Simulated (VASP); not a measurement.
# Co in VASP: further runs

Co is run at these levels: PBEsol; tasks: single point, relaxation of shape and atoms at fixed volume.

All numbers are computed with VASP 6.6.1; they aren't measurements. Logs are shortened: lines on timing, memory, paths and dates and some standing lists are left out, and cuts for length are marked.

## Step 1: The cell of the first run

The typed cell holds 2 atoms: a = 2.487 Å, b = 2.487 Å, c = 4.063 Å, α = 90.00°, β = 90.00°, γ = 120.00°.

## Step 2: Single point, PBEsol, collinear spin, ferromagnetic start

INCAR reads:

```
SYSTEM = Co
PREC     = Accurate       ! precision mode
ENCUT    = 520            ! plane-wave cutoff, eV
EDIFF    = 1E-6           ! SCF threshold, eV
ISMEAR   = 0              ! smearing method
SIGMA    = 0.1            ! smearing width, eV
LREAL    = .FALSE.        ! projectors in reciprocal space
LASPH    = .TRUE.         ! aspherical terms in the spheres
NELM     = 150            ! most SCF steps
ALGO     = Normal         ! electronic algorithm
ISIF     = 2              ! what is computed and relaxed
LWAVE    = .FALSE.        ! write WAVECAR
LCHARG   = .FALSE.        ! write CHGCAR
ISPIN    = 2              ! spin polarisation
MAGMOM   = 1.8 1.8        ! initial moments
LORBIT   = 11             ! projections on sites
LMAXMIX  = 4              ! l up to which the mixer works
GGA      = PS             ! functional
NBANDS   = 20             ! bands
```

KPOINTS reads:

```
regular mesh
0
G
  18 18 10
  0 0 0
```

POSCAR reads:

```
Co
1.0
    2.4873648738      0.0000000000      0.0000000000
   -1.2436824369      2.1541211692      0.0000000000
    0.0000000000      0.0000000000      4.0632895034
Co
2
Direct
    0.6666666667      0.3333333333      0.2500825470
    0.3333333333      0.6666666667      0.7499174530
```

Potentials or basis: VASP PAW PBE potentials, release 64 (Co).

Started as:

```
$ cat potpaw_PBE.64/Co/POTCAR > POTCAR
$ mpirun -np 1 vasp_std > vasp.out
```

OUTCAR:

```text
SYSTEM = Co
   PREC = Accurate
   ENCUT = 520
   EDIFF = 1E-6
   ISMEAR = 0
   LREAL = .FALSE.
   LASPH = .TRUE.
   NELM = 150
   ISIF = 2
   ISPIN = 2
   LORBIT = 11
   GGA = PS

 ion  position               nearest neighbor table
   1  0.667  0.333  0.250-   2 2.49   2 2.49   2 2.49   2 2.49   2 2.49   2 2.49
   2  0.333  0.667  0.750-   1 2.49   1 2.49   1 2.49   1 2.49   1 2.49   1 2.49

  LATTYP: Found a hexagonal cell.
 ALAT       =     2.4873648738
 C/A-ratio  =     1.6335719565

  Lattice vectors:

 A1 = (   2.4873648738,   0.0000000000,   0.0000000000)
 A2 = (  -1.2436824369,   2.1541211692,   0.0000000000)
 A3 = (   0.0000000000,   0.0000000000,   4.0632895034)

Analysis of symmetry for initial positions (statically):
=====================================================================
 Subroutine PRICEL returns:
 Original cell was already a primitive cell.

 Routine SETGRP: Setting up the symmetry group for a
 hexagonal supercell.

 Subroutine GETGRP returns: Found 12 space group operations
 (whereof 12 operations were pure point group operations)
 out of a pool of 24 trial point group operations.

The static configuration has the point symmetry D_3d.

Analysis of symmetry for dynamics (positions and initial velocities):
=====================================================================
 Subroutine PRICEL returns:
 Original cell was already a primitive cell.

 Routine SETGRP: Setting up the symmetry group for a
 hexagonal supercell.

 Subroutine GETGRP returns: Found 12 space group operations
 (whereof 12 operations were pure point group operations)
 out of a pool of 24 trial point group operations.

The dynamic configuration has the point symmetry D_3d.

Analysis of structural, dynamic, and magnetic symmetry:
=====================================================================
 Subroutine PRICEL returns:
 Original cell was already a primitive cell.

 Routine SETGRP: Setting up the symmetry group for a
 hexagonal supercell.

 Subroutine GETGRP returns: Found 12 space group operations
 (whereof 12 operations were pure point group operations)
 out of a pool of 24 trial point group operations.

The overall configuration has the point symmetry D_3d.

 Subroutine INISYM returns: Found 12 space group operations
 (whereof 12 operations are pure point group operations),
 and found     1 'primitive' translations

----------------------------------------------------------------------------------------

                                     Primitive cell

  volume of cell :      21.7715

  direct lattice vectors                    reciprocal lattice vectors
     2.487364874  0.000000000  0.000000000     0.402031889  0.232113220  0.000000000
    -1.243682437  2.154121169  0.000000000     0.000000000  0.464226439  0.000000000
     0.000000000  0.000000000  4.063289503     0.000000000  0.000000000  0.246106018

  length of vectors
     2.487364874  2.487364874  4.063289503     0.464226439  0.464226439  0.246106018

  position of ions in fractional coordinates (direct lattice)
     0.666666667  0.333333333  0.250082547
     0.333333333  0.666666667  0.749917453

  ion indices of the primitive-cell ions
   primitive index   ion index
                 1           1
                 2           2

----------------------------------------------------------------------------------------

 KPOINTS: regular mesh

Automatic generation of k-mesh.
 Grid dimensions read from file:
 generate k-points for:   18   18   10

 Generating k-lattice:

  Cartesian coordinates                     Fractional coordinates (reciprocal lattice)
     0.022335105  0.012895179  0.000000000     0.055555556  0.000000000  0.000000000
     0.000000000  0.025790358  0.000000000     0.000000000  0.055555556  0.000000000
     0.000000000  0.000000000  0.024610602     0.000000000  0.000000000  0.100000000

  Length of vectors
     0.025790358  0.025790358  0.024610602

  Shift w.r.t. Gamma in fractional coordinates (k-lattice)
     0.000000000  0.000000000  0.000000000

 Subroutine IBZKPT returns following result:
 ===========================================

 Found    330 irreducible k-points:

 Following reciprocal coordinates:
            Coordinates               Weight
  0.000000  0.000000  0.000000      1.000000
  0.055556 -0.000000  0.000000      6.000000
  0.111111 -0.000000  0.000000      6.000000
  0.166667  0.000000  0.000000      6.000000
  0.222222  0.000000  0.000000      6.000000
  0.277778  0.000000  0.000000      6.000000
[... 16 lines left out ...]
  0.333333  0.111111  0.000000     12.000000
  0.388889  0.111111  0.000000     12.000000
 [... further k-points ...]
   k-points           NKPTS =    330   k-points in BZ     NKDIM =    330   number of bands    NBANDS=     20
   number of dos      NEDOS =    301   number of ions     NIONS =      2
   total plane-waves  NPLWV =   9720
   dimension x,y,z NGX =    18 NGY =   18 NGZ =   30
[... 36 lines left out ...]
  Fermi-wavevector in a.u.,A,eV,Ry     =   1.536514  2.903591 32.121660  2.360875
  Thomas-Fermi vector in A             =   2.643152
   LORBIT       =     11    0 simple, 1 ext, 2 COOP (PROOUT), +10 PAW based schemes
   GGA     = PS    functional components
   LHFCALC =     F    Hartree Fock is set to
   AEXX    =    0.0000 exact exchange contribution
   IVDW    =     0    specifies the selected vdW correction
   LEPSILON=     F    determine dielectric tensor
   LRPA    =     F    only Hartree local field effects (RPA)
 spin polarized calculation
 Gauss-broadening in eV      SIGMA  =   0.10
  energy-cutoff  :      520.00
  volume of cell :       21.77
 maximum number of plane-waves:       602
   NGX =  9   NGY =  9   NGZ = 15

 number of electron      18.0000015 magnetization       3.1959412

 Free energy of the ion-electron system (eV)
  ---------------------------------------------------
  ext. energy  EPLUGINS =         0.00000000
  ---------------------------------------------------
  free energy    TOTEN  =       -15.43623650 eV

  energy without entropy =      -15.42761992  energy(sigma->0) =      -15.43192821

 E-fermi :  10.0283     XC(G=0): -13.5589

 val. band max:       10.0235107098   @ k =   0.0000   0.1667   0.2000
 cond. band min:      10.0334227512   @ k =   0.2222   0.0000   0.4000
 fundamental gap:      0.0099120414
 Fermi energy:        10.0282841862

 spin component 1

 k-point     1 :       0.0000    0.0000    0.0000
  band No.  band energies     occupation
      1       1.0741      1.00000
      2       4.8872      1.00000
      3       7.3889      1.00000
      4       7.4662      1.00000
      5       7.4662      1.00000
      6       7.7670      1.00000
[... 12 lines left out ...]
     19      36.0006      0.00000
     20      36.0006      0.00000

 k-point     2 :       0.0556   -0.0000    0.0000
  band No.  band energies     occupation
      1       1.1832      1.00000
      2       4.9551      1.00000
      3       7.2905      1.00000
      4       7.5175      1.00000
      5       7.5508      1.00000
      6       7.7409      1.00000
[... 498 lines left out ...]
 k-point    24 :       0.3889    0.1111    0.0000
  band No.  band energies     occupation
      1       5.3695      1.00000
      2       5.5503      1.00000
      3       5.6660      1.00000
      4       7.1286      1.00000
      5       7.2625      1.00000
      6       7.5058      1.00000
[... 12 lines left out ...]
     19      32.4458      0.00000
     20      34.9305      0.00000

 [... further k-points ...]

 spin component 2

 k-point     1 :       0.0000    0.0000    0.0000
  band No.  band energies     occupation
      1       1.1261      1.00000
      2       5.8227      1.00000
      3       8.9823      1.00000
      4       9.0715      1.00000
      5       9.0715      1.00000
      6       9.4225      1.00000
[... 12 lines left out ...]
     19      36.3309      0.00000
     20      36.3309      0.00000

 k-point     2 :       0.0556   -0.0000    0.0000
  band No.  band energies     occupation
      1       1.2356      1.00000
      2       5.8993      1.00000
      3       8.8657      1.00000
      4       9.1277      1.00000
      5       9.1665      1.00000
      6       9.3887      1.00000
[... 498 lines left out ...]
 k-point    24 :       0.3889    0.1111    0.0000
  band No.  band energies     occupation
      1       6.1472      1.00000
      2       6.7524      1.00000
      3       6.8933      1.00000
      4       7.9682      1.00000
      5       8.8337      1.00000
      6       9.0115      1.00000
[... 12 lines left out ...]
     19      32.7877      0.00000
     20      35.3177      0.00000

 [... further k-points ...]
[... 5 lines left out ...]
  --------------------------------------------------------------------------------------
  -------------------------------------------------------------------------------------
  Total       -1.4096259     -1.4096259     -1.7971988      0.0000000     -0.0000000     -0.0000000
  in kB     -103.7354194   -103.7354194   -132.2571978      0.0000000     -0.0000000     -0.0000000
  external PRESSURE =    -113.2426788 kB  Pullay stress =       0.0000000 kB

 VOLUME and BASIS-vectors are now :
 -----------------------------------------------------------------------------
  energy-cutoff  :      520.00
  volume of cell :       21.77
      direct lattice vectors                 reciprocal lattice vectors
     2.487364874  0.000000000  0.000000000     0.402031889  0.232113220  0.000000000
    -1.243682437  2.154121169  0.000000000     0.000000000  0.464226439  0.000000000
     0.000000000  0.000000000  4.063289503     0.000000000  0.000000000  0.246106018

 POSITION                                       TOTAL-FORCE (eV/Angst)
 -----------------------------------------------------------------------------------
      1.24368      0.71804      1.01616         0.000000      0.000000     -0.003129
     -0.00000      1.43608      3.04713        -0.000000     -0.000000      0.003129
 -----------------------------------------------------------------------------------
    total drift:                                0.000000     -0.000000     -0.000000

  FREE ENERGIE OF THE ION-ELECTRON SYSTEM (eV)
  ---------------------------------------------------
  free  energy   TOTEN  =       -15.4362365038 eV

  energy  without entropy=      -15.4276199193  energy(sigma->0) =      -15.43192821

 total charge

# of ion       s       p       d       tot
------------------------------------------
    1        0.487   0.521   7.256   8.264
    2        0.487   0.521   7.256   8.264
--------------------------------------------------
tot          0.975   1.043  14.511  16.528

 magnetization (x)

# of ion       s       p       d       tot
------------------------------------------
    1       -0.015  -0.052   1.682   1.615
    2       -0.015  -0.052   1.682   1.615
--------------------------------------------------
tot         -0.030  -0.105   3.364   3.229
```

It took 2.2 min on 1 thread of Intel Xeon 6975P-C (Granite Rapids), shared host; peak memory 0.29 GiB.

Results:

```yaml
Free_energy: -15.4362 eV
Pressure: -11.3 GPa
Largest_force: 0.003 eV/Å
Net_moment: 3.20 μB per cell
Site_moments: Co +1.61 μB
Valence_electrons_inside_the_program's_atomic_spheres: Co 8.26
```

Forces in eV/Å, atoms in the order of the input:
```
Co   0.000  0.000 -0.003
Co   0.000  0.000  0.003
```

Levels at points of the mesh, in eV from the Fermi level:
Spin up:
| k point | band 8 | band 9 | band 10 | band 11 | band 12 | band 13 | band 14 | band 15 |
| --- | --- | --- | --- | --- | --- | --- | --- | --- |
| (0.00, 0.00, 0.00) | -1.88 | -1.88 | -0.81 | -0.81 | -0.25 | 6.16 | 22.02 | 24.62 |
| (0.50, 0.00, 0.00) | -0.65 | -0.61 | -0.51 | 1.31 | 3.31 | 9.54 | 10.18 | 12.61 |
| (0.00, 0.00, 0.50) | -2.62 | -1.12 | -1.12 | -1.12 | -1.12 | 14.67 | 14.68 | 22.73 |
| (0.50, 0.00, 0.50) | -1.05 | -0.56 | -0.56 | 1.56 | 1.56 | 7.22 | 7.23 | 18.34 |
Spin down:
```csv
k point,band 4,band 5,band 6,band 7,band 8,band 9,band 10,band 11
"(0.00, 0.00, 0.00)",-0.96,-0.96,-0.61,-0.61,-0.24,-0.13,-0.13,1.04
"(0.50, 0.00, 0.00)",-1.80,-1.07,-1.06,-0.66,1.20,1.28,1.35,2.53
"(0.00, 0.00, 0.50)",-1.57,-1.01,-1.01,-1.01,-1.01,0.70,0.70,0.70
"(0.50, 0.00, 0.50)",-2.38,-0.04,-0.04,0.25,0.26,1.29,1.29,2.20
```

Caveat: the PAW data sets were made with another functional, which shifts forces and pressure a little.

## Step 3: Relaxation of shape and atoms at fixed volume, PBEsol, collinear spin, ferromagnetic start (volume scaled by 1.06)

INCAR reads:

```
  PREC = Accurate
  ENCUT = 600
  EDIFF = 1E-7
  ISMEAR = 0
  SIGMA = 0.1
  LREAL = False
  LASPH = True
  NELM = 150
  ALGO = Fast
  ISIF = 4
  LWAVE = False
  LCHARG = False
  ISPIN = 2
  MAGMOM = 1.8 1.8
  LORBIT = 11
  LMAXMIX = 4
  GGA = PS
  IBRION = 2
  NSW = 50
  EDIFFG = -0.01
```

KPOINTS reads:

```
Automatic mesh
0
Gamma
  18 18 10
```

POSCAR reads:

```
Co
1.0
    2.5043540512      0.0000000000      0.0000000000
   -1.2521770256      2.1688342284      0.0000000000
    0.0000000000      0.0000000000      4.0481063473
Co
2
Direct
    0.6666666667      0.3333333333      0.2500000000
    0.3333333333      0.6666666667      0.7500000000
```

Potentials or basis: VASP PAW PBE potentials, release 64 (Co).

Started as:

```
$ cat potpaw_PBE.64/Co/POTCAR > POTCAR
$ mpirun -np 1 vasp_std > vasp.out
```

Wall time 73 s (1 thread of Intel Xeon 6975P-C (Granite Rapids), shared host); peak memory 0.25 GiB.

Results (log left out):

* Free energy: -15.4205 eV
* Pressure after relaxing: -13.3 GPa
* Net moment: 3.20 μB per cell
* Site moments: Co +1.62 μB
* Valence electrons inside the program's atomic spheres: Co 8.24

Stress tensor (GPa, compression positive):
```
-13.35   0.00   0.00
  0.00 -13.35   0.00
  0.00   0.00 -13.21
```

Final structure:
```
Co
1.0
     2.50435    0.00000    0.00000
    -1.25218    2.16883    0.00000
     0.00000    0.00000    4.04811
Co
2
Direct
  0.66667 0.33333 0.25000
  0.33333 0.66667 0.75000
```

Levels at points of the mesh, in eV from the Fermi level:
Spin up:
```
           k point  band 9  band 10  band 11  band 12  band 13  band 14
(0.00, 0.00, 0.00)   -1.90    -0.82    -0.82    -0.12     6.23    21.82
(0.50, 0.00, 0.00)   -0.60    -0.54     1.26     3.23     9.54    10.17
(0.00, 0.00, 0.50)   -1.12    -1.12    -1.12    -1.12    14.84    14.84
(0.50, 0.00, 0.50)   -0.60    -0.60     1.54     1.54     7.12     7.12
```
Spin down:
| k point | band 4 | band 5 | band 6 | band 7 | band 8 | band 9 | band 10 | band 11 |
| --- | --- | --- | --- | --- | --- | --- | --- | --- |
| (0.00, 0.00, 0.00) | -0.94 | -0.94 | -0.58 | -0.58 | -0.17 | -0.17 | -0.12 | 1.03 |
| (0.50, 0.00, 0.00) | -1.82 | -1.09 | -1.01 | -0.60 | 1.16 | 1.29 | 1.32 | 2.50 |
| (0.00, 0.00, 0.50) | -1.50 | -1.01 | -1.01 | -1.01 | -1.01 | 0.70 | 0.70 | 0.70 |
| (0.50, 0.00, 0.50) | -2.32 | -0.06 | -0.06 | 0.25 | 0.25 | 1.25 | 1.25 | 2.18 |

Caveat: the relaxation stopped at its first step, so nothing moved; the PAW data sets were made with another functional, which shifts forces and pressure a little.

## Step 4: Single point, PBEsol, collinear spin, ferromagnetic start (volume scaled by 1.03, then relaxed in part)

INCAR reads:

```
SYSTEM = Co
PREC = Accurate ; ENCUT = 520
EDIFF = 1E-6 ; ISMEAR = 0
SIGMA = 0.1 ; LREAL = .False.
LASPH = .True. ; NELM = 150
ALGO = Normal ; ISIF = 2
LWAVE = .False. ; LCHARG = .False.
ISPIN = 2 ; MAGMOM = 1.8 1.8
LORBIT = 11 ; LMAXMIX = 4
GGA = PS ; NBANDS = 20
```

KPOINTS reads:

```
regular mesh
0
Gamma
  18 18 10
  0 0 0
```

POSCAR reads:

```
Co
1.0
    2.4805016110      0.0000000000      0.0000000000
   -1.2402508055      2.1481774092      0.0000000000
    0.0000000000      0.0000000000      4.0095506108
Co
2
Direct
    0.6666666667      0.3333333333      0.2500000000
    0.3333333333      0.6666666667      0.7500000000
```

Started as:

```
$ cat potpaw_PBE.64/Co/POTCAR > POTCAR
$ mpirun -np 1 vasp_std > vasp.out
```

Run time: 65 s. Hardware: 1 thread of Intel Xeon 6975P-C (Granite Rapids), shared host; peak memory 0.23 GiB.

Results (log left out):

| Item | Value |
| --- | --- |
| Free energy | -15.4616 eV |
| Pressure | -7.6 GPa |
| Net moment | 3.17 μB per cell |
| Site moments | Co +1.60 μB |
| Valence electrons inside the program's atomic spheres | Co 8.30 |

Levels at points of the mesh, in eV from the Fermi level:
Spin up:
| k point | band 7 | band 8 | band 9 | band 10 | band 11 | band 12 | band 13 | band 14 | band 15 | band 16 |
| --- | --- | --- | --- | --- | --- | --- | --- | --- | --- | --- |
| (0.00, 0.00, 0.00) | -2.26 | -1.90 | -1.90 | -0.77 | -0.77 | -0.13 | 6.49 | 22.05 | 24.75 | 24.75 |
| (0.50, 0.00, 0.00) | -2.17 | -0.64 | -0.54 | -0.48 | 1.34 | 3.38 | 9.77 | 10.44 | 12.86 | 14.13 |
| (0.00, 0.00, 0.50) | -2.65 | -2.65 | -1.09 | -1.09 | -1.09 | -1.09 | 15.17 | 15.17 | 22.78 | 22.78 |
| (0.50, 0.00, 0.50) | -1.03 | -1.03 | -0.54 | -0.54 | 1.59 | 1.59 | 7.38 | 7.38 | 18.48 | 18.48 |
Spin down:
```
           k point  band 3  band 4  band 5  band 6  band 7  band 8  band 9  band 10  band 11  band 12
(0.00, 0.00, 0.00)   -1.01   -0.99   -0.99   -0.61   -0.61   -0.18   -0.18    -0.12     1.07     1.07
(0.50, 0.00, 0.00)   -3.32   -1.87   -1.15   -1.06   -0.63    1.20    1.33     1.37     2.59     4.37
(0.00, 0.00, 0.50)   -1.57   -1.57   -1.06   -1.06   -1.06   -1.06    0.72     0.72     0.72     0.72
(0.50, 0.00, 0.50)   -2.43   -2.43   -0.07   -0.07    0.25    0.25    1.30     1.30     2.25     2.25
```

Caveat: the PAW data sets were made with another functional, which shifts forces and pressure a little.

## Step 5: Overview

```tsv
task	cell	cutoff (eV)	gap on the mesh (eV)	pressure (GPa)	moment (μB)
single point	a = 2.487, b = 2.487, c = 4.063 Å, angles 90.0, 90.0, 120.0°, 2 atoms	520	none	-11.3	3.20
relaxation of shape and atoms at fixed volume	relaxed from a = 2.504, b = 2.504, c = 4.048 Å, angles 90.0, 90.0, 120.0°, 2 atoms	600	none	-13.3	3.20
single point	a = 2.481, b = 2.481, c = 4.010 Å, angles 90.0, 90.0, 120.0°, 2 atoms	520	none	-7.6	3.17
```

Alike in all rows: level PBEsol; potentials or basis VASP PAW PBE potentials, release 64 (Co); spin collinear, ferromagnetic start; k mesh 18 × 18 × 10; smearing gaussian 0.1 eV.

Caveats: the PAW data sets were made with another functional, which shifts forces and pressure a little; the relaxation stopped at its first step, so nothing moved (some runs).

Absolute energies hang on the potentials; compare differences alone.
